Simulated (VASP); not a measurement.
# Ti (R-3m) in VASP: further runs

Runs on Ti. Level: PBEsol. Tasks: single point.

Program: VASP 6.6.1. These are calculated values, not measurements. Logs are shortened: lines on timing, memory, paths and dates and some standing lists are left out, and cuts for length are marked.

### Step 1. The cell of the first run

The structure is trigonal, space group R-3m (No. 166). The conventional cell has a = 3.947 Å, b = 3.947 Å, c = 9.669 Å, α = 90.00°, β = 90.00°, γ = 120.00°. Ti (site symmetry 3m) has 4 Ti at 2.35 to 2.66 Å within 3.1 Å.

### Step 2. Single point, PBEsol (shortest bond scaled by 1.1)

Contents of INCAR:

```
PREC = Accurate
ENCUT = 500
EDIFF = 1E-6
ISMEAR = -1
SIGMA = 0.05
LREAL = F
LASPH = T
NELM = 120
ALGO = Normal
ISIF = 2
LWAVE = F
LCHARG = F
GGA = PS
NBANDS = 19
GGA_COMPAT = F
```

Contents of KPOINTS:

```
regular mesh
0
Gamma
  9 9 9
```

Contents of POSCAR:

```
Ti
1.0
    0.0000000000      2.7912246522      2.7912246522
    2.7912246522      0.0000000000      2.7912246522
    2.7912246522      2.7912246522      0.0000000000
Ti
2
Direct
   -0.0875000000     -0.1375000000     -0.1375000000
    0.0875000000      0.1375000000      0.1375000000
```

Potentials or basis: VASP PAW PBE potentials, release 64 (Ti_sv).

The run is started by

```bash
$ cat potpaw_PBE.64/Ti_sv/POTCAR > POTCAR
$ mpirun -np 1 vasp_std > vasp.out
```

OUTCAR:

```text
PREC = Accurate
   ENCUT = 500
   EDIFF = 1E-6
   ISMEAR = -1
   LREAL = F
   LASPH = T
   NELM = 120
   ISIF = 2
   GGA = PS

 ion  position               nearest neighbor table
   1  0.913  0.862  0.862-   2 2.35   2 2.35   2 2.35   2 2.66
   2  0.087  0.138  0.138-   1 2.35   1 2.35   1 2.35   1 2.66

  LATTYP: Found a face centered cubic cell.
 ALAT       =     5.5824493044

  Lattice vectors:

 A1 = (   0.0000000000,   2.7912246522,   2.7912246522)
 A2 = (   2.7912246522,   0.0000000000,   2.7912246522)
 A3 = (   2.7912246522,   2.7912246522,   0.0000000000)

Analysis of symmetry for initial positions (statically):
=====================================================================
 Subroutine PRICEL returns:
 Original cell was already a primitive cell.

 Routine SETGRP: Setting up the symmetry group for a
 face centered cubic supercell.

 Subroutine GETGRP returns: Found 12 space group operations
 (whereof  4 operations were pure point group operations)
 out of a pool of 48 trial point group operations.

The static configuration has the point symmetry C_2h.
 The point group associated with its full space group is D_3d.

Analysis of symmetry for dynamics (positions and initial velocities):
=====================================================================
 Subroutine PRICEL returns:
 Original cell was already a primitive cell.

 Routine SETGRP: Setting up the symmetry group for a
 face centered cubic supercell.

 Subroutine GETGRP returns: Found 12 space group operations
 (whereof  4 operations were pure point group operations)
 out of a pool of 48 trial point group operations.

The dynamic configuration has the point symmetry C_2h.
 The point group associated with its full space group is D_3d.

 Subroutine INISYM returns: Found 12 space group operations
 (whereof  4 operations are pure point group operations),
 and found     1 'primitive' translations

----------------------------------------------------------------------------------------

                                     Primitive cell

  volume of cell :      43.4925

  direct lattice vectors                    reciprocal lattice vectors
     0.000000000  2.791224652  2.791224652    -0.179132840  0.179132840  0.179132840
     2.791224652  0.000000000  2.791224652     0.179132840 -0.179132840  0.179132840
     2.791224652  2.791224652  0.000000000     0.179132840  0.179132840 -0.179132840

  length of vectors
     3.947387759  3.947387759  3.947387759     0.310267181  0.310267181  0.310267181

  position of ions in fractional coordinates (direct lattice)
     0.912500000  0.862500000  0.862500000
     0.087500000  0.137500000  0.137500000

  ion indices of the primitive-cell ions
   primitive index   ion index
                 1           1
                 2           2

----------------------------------------------------------------------------------------

 KPOINTS: regular mesh

Automatic generation of k-mesh.
 Grid dimensions read from file:
 generate k-points for:    9    9    9

 Generating k-lattice:

  Cartesian coordinates                     Fractional coordinates (reciprocal lattice)
    -0.019903649  0.019903649  0.019903649     0.111111111  0.000000000  0.000000000
     0.019903649 -0.019903649  0.019903649     0.000000000  0.111111111  0.000000000
     0.019903649  0.019903649 -0.019903649     0.000000000  0.000000000  0.111111111

  Length of vectors
     0.034474131  0.034474131  0.034474131

  Shift w.r.t. Gamma in fractional coordinates (k-lattice)
     0.000000000  0.000000000  0.000000000

 Subroutine IBZKPT returns following result:
 ===========================================

 Found     85 irreducible k-points:

 Following reciprocal coordinates:
            Coordinates               Weight
  0.000000  0.000000  0.000000      1.000000
  0.111111  0.000000  0.000000      2.000000
  0.000000  0.111111  0.000000      6.000000
  0.222222  0.000000  0.000000      2.000000
  0.000000  0.222222  0.000000      6.000000
  0.333333  0.000000  0.000000      2.000000
[... 16 lines left out ...]
 -0.333333  0.111111  0.000000      6.000000
  0.000000 -0.333333  0.111111     12.000000
 [... further k-points ...]
   k-points           NKPTS =     85   k-points in BZ     NKDIM =     85   number of bands    NBANDS=     19
   number of dos      NEDOS =    301   number of ions     NIONS =      2
   total plane-waves  NPLWV =  27000
   dimension x,y,z NGX =    30 NGY =   30 NGZ =   30
   dimension x,y,z NGXF=    60 NGYF=   60 NGZF=   60
   ions per type =               2
   NGX,Y,Z   is equivalent  to a cutoff of  12.63, 12.63, 12.63 a.u.
   NGXF,Y,Z  is equivalent  to a cutoff of  25.27, 25.27, 25.27 a.u.
 SYSTEM =  unknown system
   PREC   = accura    normal or accurate (medium, high low for compatibility)
   ISTART =      0    job   : 0-new  1-cont  2-samecut
   ICHARG =      2    charge: 1-file 2-atom 10-const
   ISPIN  =      1    spin polarized calculation?
   LNONCOLLINEAR =      F non collinear calculations
   LSORBIT =      F    spin-orbit coupling
   LASPH  =      T    aspherical Exc in radial PAW
   ENCUT  =  500.0 eV  36.75 Ry    6.06 a.u.   7.20  7.20  7.20*2*pi/ulx,y,z
   NELM   =    120;   NELMIN=  2; NELMDL= -5     # of ELM steps
   EDIFF  = 0.1E-05   stopping-criterion for ELM
   LREAL  =      F    real-space projection
   EDIFFG = 0.1E-04   stopping-criterion for IOM
   NSW    =      0    number of steps for IOM
   IBRION =     -1    ionic relax: 0-MD 1-quasi-New 2-CG
   NFREE  =      0    steps in history (QN), initial steepest desc. (CG)
   ISIF   =      2    stress and relaxation
   ISYM   =      2    0-nonsym 1-usesym 2-fastsym
   POTIM  = 0.5000    time-step for ionic-motion
   TEBEG  =    0.0;   TEEND  =   0.0 temperature during run
   PSTRESS=    0.0 pullay stress
   NELECT =      24.0000    total number of electrons
   NUPDOWN=      -1.0000    fix difference up-down
   EMIN   =  10.00;   EMAX   =-10.00  energy-range for DOS
   EFERMI =   0.00;   METHOD = LEGACY
   ISMEAR =    -1;   SIGMA  =   0.05  broadening in eV -4-tet -1-fermi 0-gaus
   EFERMI_NEDOS =   21; number of points for ismear=-14 and -15
   IALGO  =     38    algorithm
   IMIX   =      4    mixing-type and parameters
     AMIX     =   0.40;   BMIX     =  1.00
     AMIX_MAG =   1.60;   BMIX_MAG =  1.00
  volume/ion in A,a.u.               =      21.75       146.75
  Fermi-wavevector in a.u.,A,eV,Ry     =   1.342787  2.537499 24.532350  1.803077
  Thomas-Fermi vector in A             =   2.470913
   LORBIT       =      0    0 simple, 1 ext, 2 COOP (PROOUT), +10 PAW based schemes
   GGA     = PS    functional components
   LHFCALC =     F    Hartree Fock is set to
   AEXX    =    0.0000 exact exchange contribution
   IVDW    =     0    specifies the selected vdW correction
   LEPSILON=     F    determine dielectric tensor
   LRPA    =     F    only Hartree local field effects (RPA)
 non-spin polarized calculation
  energy-cutoff  :      500.00
  volume of cell :       43.49
 maximum number of plane-waves:      1125
 NGX is ok and might be reduce to    30

 number of electron      23.9999997 magnetization

 Free energy of the ion-electron system (eV)
  ---------------------------------------------------
  ext. energy  EPLUGINS =         0.00000000
  ---------------------------------------------------
  free energy    TOTEN  =       -12.07392031 eV

  energy without entropy =      -12.03785468  energy(sigma->0) =      -12.05588750

 E-fermi :   5.6301     XC(G=0): -10.3036

 val. band max:        5.6274459355   @ k =   0.1111  -0.4444   0.3333
 cond. band min:       5.6335043636   @ k =   0.3333   0.2222  -0.2222
 fundamental gap:      0.0060584281
 Fermi energy:         5.6300991856

 k-point     1 :       0.0000    0.0000    0.0000
  band No.  band energies     occupation
      1     -50.8551      2.00000
      2     -50.2052      2.00000
      3     -27.5908      2.00000
      4     -27.5908      2.00000
      5     -27.0508      2.00000
      6     -26.8668      2.00000
[... 11 lines left out ...]
     18       9.6398      0.00000
     19       9.6398      0.00000

 k-point     2 :       0.1111    0.0000    0.0000
  band No.  band energies     occupation
      1     -50.8490      2.00000
      2     -50.2115      2.00000
      3     -27.5963      2.00000
      4     -27.5963      2.00000
      5     -27.0947      2.00000
      6     -26.8268      2.00000
[... 11 lines left out ...]
     18       9.5895      0.00000
     19       9.5895      0.00000

 k-point     3 :       0.0000    0.1111    0.0000
  band No.  band energies     occupation
      1     -50.8392      2.00000
      2     -50.2224      2.00000
      3     -27.6073      2.00000
      4     -27.5802      2.00000
      5     -27.0741      2.00000
      6     -26.8455      2.00000
[... 11 lines left out ...]
     18       9.6457      0.00000
     19       9.6738      0.00000

 k-point     4 :       0.2222    0.0000    0.0000
  band No.  band energies     occupation
      1     -50.8331      2.00000
      2     -50.2276      2.00000
      3     -27.6101      2.00000
      4     -27.6101      2.00000
      5     -27.1720      2.00000
      6     -26.7594      2.00000
[... 11 lines left out ...]
     18       9.4252      0.00000
     19       9.4252      0.00000

 k-point     5 :       0.0000    0.2222    0.0000
  band No.  band energies     occupation
      1     -50.7941      2.00000
      2     -50.2703      2.00000
      3     -27.6471      2.00000
      4     -27.5511      2.00000
      5     -27.1270      2.00000
      6     -26.7972      2.00000
[... 11 lines left out ...]
     18       9.6359      0.00000
     19       9.7297      0.00000
[... 334 lines left out ...]
      2     -50.4214      2.00000
      3     -27.7509      2.00000
      4     -27.4253      2.00000
      5     -27.2487      2.00000
      6     -26.6828      2.00000
[... 11 lines left out ...]
     18       9.4361      0.00000
     19       9.5701      0.00000

 k-point    22 :       0.1111    0.0000   -0.4444
  band No.  band energies     occupation
      1     -50.6621      2.00000
      2     -50.4076      2.00000
      3     -27.7207      2.00000
      4     -27.5012      2.00000
      5     -27.2039      2.00000
      6     -26.7309      2.00000
[... 11 lines left out ...]
     18       9.4619      0.00000
     19       9.6526      0.00000

 k-point    23 :      -0.3333    0.1111    0.0000
  band No.  band energies     occupation
      1     -50.7931      2.00000
      2     -50.2688      2.00000
      3     -27.6406      2.00000
      4     -27.6300      2.00000
      5     -27.2296      2.00000
      6     -26.7159      2.00000
[... 11 lines left out ...]
     18       8.6417      0.00000
     19       9.3717      0.00000

 k-point    24 :       0.0000   -0.3333    0.1111
  band No.  band energies     occupation
      1     -50.6894      2.00000
      2     -50.3797      2.00000
      3     -27.7350      2.00000
      4     -27.4410      2.00000
      5     -27.2289      2.00000
      6     -26.7007      2.00000
[... 11 lines left out ...]
     18       9.3343      0.00000
     19       9.7362      0.00000

 [... further k-points ...]
[... 5 lines left out ...]
  --------------------------------------------------------------------------------------
  -------------------------------------------------------------------------------------
  Total       -0.3346150     -0.3346150     -0.3346150      0.9873780     -0.9873780      0.9873780
  in kB      -12.3265514    -12.3265514    -12.3265514     36.3730442    -36.3730442     36.3730442
  external PRESSURE =     -12.3265514 kB  Pullay stress =       0.0000000 kB

 VOLUME and BASIS-vectors are now :
 -----------------------------------------------------------------------------
  energy-cutoff  :      500.00
  volume of cell :       43.49
      direct lattice vectors                 reciprocal lattice vectors
     0.000000000  2.791224652  2.791224652    -0.179132840  0.179132840  0.179132840
     2.791224652  0.000000000  2.791224652     0.179132840 -0.179132840  0.179132840
     2.791224652  2.791224652  0.000000000     0.179132840  0.179132840 -0.179132840

 POSITION                                       TOTAL-FORCE (eV/Angst)
 -----------------------------------------------------------------------------------
      4.81486      4.95442      4.95442        -0.562244      0.562244      0.562244
      0.76759      0.62803      0.62803         0.562244     -0.562244     -0.562244
 -----------------------------------------------------------------------------------
    total drift:                               -0.000000      0.000000     -0.000000

  FREE ENERGIE OF THE ION-ELECTRON SYSTEM (eV)
  ---------------------------------------------------
  free  energy   TOTEN  =       -12.0739203116 eV

  energy  without entropy=      -12.0378546806  energy(sigma->0) =      -12.05588750
```

Run time: 35 s. Hardware: 1 thread of Intel Xeon 6975P-C (Granite Rapids), shared host; peak memory 0.2 GiB.

Results:

- Free energy: -12.0739 eV
- Pressure: -1.2 GPa
- Largest force: 0.974 eV/Å
- Band gap on the k mesh: zero (bands 12 and 13 overlap by 0.46 eV)

Forces on the atoms (eV/Å):
```
Ti  -0.562  0.562  0.562
Ti   0.562 -0.562 -0.562
```

Stress tensor (GPa, compression positive):
```
-1.23  3.64  3.64
 3.64 -1.23 -3.64
 3.64 -3.64 -1.23
```

Levels at points of the mesh, in eV from the Fermi level:
```tsv
k point	band 9	band 10	band 11	band 12	band 13	band 14	band 15	band 16
(0.00, 0.00, 0.00)	-4.86	-0.61	-0.61	-0.55	0.21	0.21	1.49	1.49
```

Caveat: the cell differs from its parent crystal (shortest bond scaled by 1.1); the PAW data sets were made with another functional, which shifts forces and pressure a little.

### Step 3. Single point, PBEsol (shortest bond scaled by 0.88)

Contents of INCAR:

```
PREC = Accurate ; ENCUT = 500
EDIFF = 1E-6 ; ISMEAR = -1
SIGMA = 0.05 ; LREAL = F
LASPH = T ; NELM = 120
ALGO = Normal ; ISIF = 2
LWAVE = F ; LCHARG = F
GGA = PS ; NBANDS = 19
GGA_COMPAT = F
```

KPOINTS is that of step 2.

Contents of POSCAR:

```
Ti
1.0
    0.0000000000      2.7912246522      2.7912246522
    2.7912246522      0.0000000000      2.7912246522
    2.7912246522      2.7912246522      0.0000000000
Ti
2
Direct
   -0.1700000000     -0.1100000000     -0.1100000000
    0.1700000000      0.1100000000      0.1100000000
```

Potentials or basis: VASP PAW PBE potentials, release 64 (Ti_sv).

The run is started by

```bash
$ cat potpaw_PBE.64/Ti_sv/POTCAR > POTCAR
$ mpirun -np 1 vasp_std > vasp.out
```

Run time: 36 s. Hardware: 1 thread of Intel Xeon 6975P-C (Granite Rapids), shared host; peak memory 0.2 GiB.

The run converged. Its results:

```yaml
Free_energy: -12.2135 eV
Pressure: -1.1 GPa
Largest_force: 1.620 eV/Å
Band_gap_on_the_k_mesh: zero (bands 12 and 13 overlap by 0.66 eV)
```

Forces in eV/Å, atoms in the order of the input:
```
Ti   0.935 -0.935 -0.935
Ti  -0.935  0.935  0.935
```

Stress tensor (GPa, compression positive):
```
-1.12 -5.28 -5.28
-5.28 -1.12  5.28
-5.28  5.28 -1.12
```

Levels at points of the mesh, in eV from the Fermi level:
```
           k point  band 8  band 9  band 10  band 11  band 12  band 13  band 14  band 15  band 16  band 17
(0.00, 0.00, 0.00)  -31.44   -4.80    -0.61    -0.61    -0.20    -0.20     0.47     1.72     1.97     1.97
```

Caveat: the cell differs from its parent crystal (shortest bond scaled by 0.88); the PAW data sets were made with another functional, which shifts forces and pressure a little.

### Step 4. Single point, PBEsol (shortest bond scaled by 0.76)

Contents of INCAR:

```
SYSTEM = Ti
PREC = Accurate
ENCUT = 500
EDIFF = 1E-6
ISMEAR = -1
SIGMA = 0.05
LREAL = .False.
LASPH = .True.
NELM = 120
ALGO = Normal
ISIF = 2
LWAVE = .False.
LCHARG = .False.
GGA = PS
NBANDS = 19
GGA_COMPAT = .False.
```

Contents of KPOINTS:

```
regular mesh
0
Gamma
  9 9 9
  0 0 0
```

Contents of POSCAR:

```
Ti
1.0
    0.0000000000      2.7912246522      2.7912246522
    2.7912246522      0.0000000000      2.7912246522
    2.7912246522      2.7912246522      0.0000000000
Ti
2
Direct
   -0.2150000000     -0.0950000000     -0.0950000000
    0.2150000000      0.0950000000      0.0950000000
```

The run is started by

```bash
$ cat potpaw_PBE.64/Ti_sv/POTCAR > POTCAR
$ mpirun -np 1 vasp_std > vasp.out
```

It took 37 s on 1 thread of Intel Xeon 6975P-C (Granite Rapids), shared host; peak memory 0.2 GiB.

The run converged. Its results:

| Item | Value |
| --- | --- |
| Free energy | -12.2448 eV |
| Pressure | 6.9 GPa |
| Largest force | 3.157 eV/Å |
| Band gap on the k mesh | zero (bands 12 and 13 overlap by 0.97 eV) |

Forces in eV/Å, atoms in the order of the input:
```
Ti  -1.823  1.823  1.823
Ti   1.823 -1.823 -1.823
```

Stress tensor (GPa, compression positive):
```
  6.85 -16.53 -16.53
-16.53   6.85  16.53
-16.53  16.53   6.85
```

Levels at points of the mesh, in eV from the Fermi level:
```csv
k point,band 10,band 11,band 12,band 13,band 14,band 15
"(0.00, 0.00, 0.00)",-0.60,-0.60,0.03,0.03,1.07,2.32
```

Caveat: the cell differs from its parent crystal (shortest bond scaled by 0.76); atoms lie so close that the PAW spheres overlap strongly, which falsifies energies and pressures; the cell stands under pressure; the PAW data sets were made with another functional, which shifts forces and pressure a little.

### Step 5. Summary

```csv
cell,gap on the mesh (eV),pressure (GPa),largest force (eV/Å)
"as given, shortest bond scaled by 1.1",none,-1.2,0.97
"as given, shortest bond scaled by 0.88",none,-1.1,1.62
"as given, shortest bond scaled by 0.76",none,6.9,3.16
```

Some of these runs hold the atoms at other places in the same cell, which the table doesn't show; runs alike in all that it shows share one row.

Alike in all rows: task single point; level PBEsol; potentials or basis VASP PAW PBE potentials, release 64 (Ti_sv); no spin polarisation; k mesh 9 × 9 × 9; cutoff (eV) 500; smearing fermi-dirac 0.05 eV.

Caveats: the PAW data sets were made with another functional, which shifts forces and pressure a little; atoms lie so close that the PAW spheres overlap strongly, which falsifies energies and pressures (at least some runs); the cell stands under pressure (at least some runs).

Absolute energies hang on the potentials; compare differences alone.
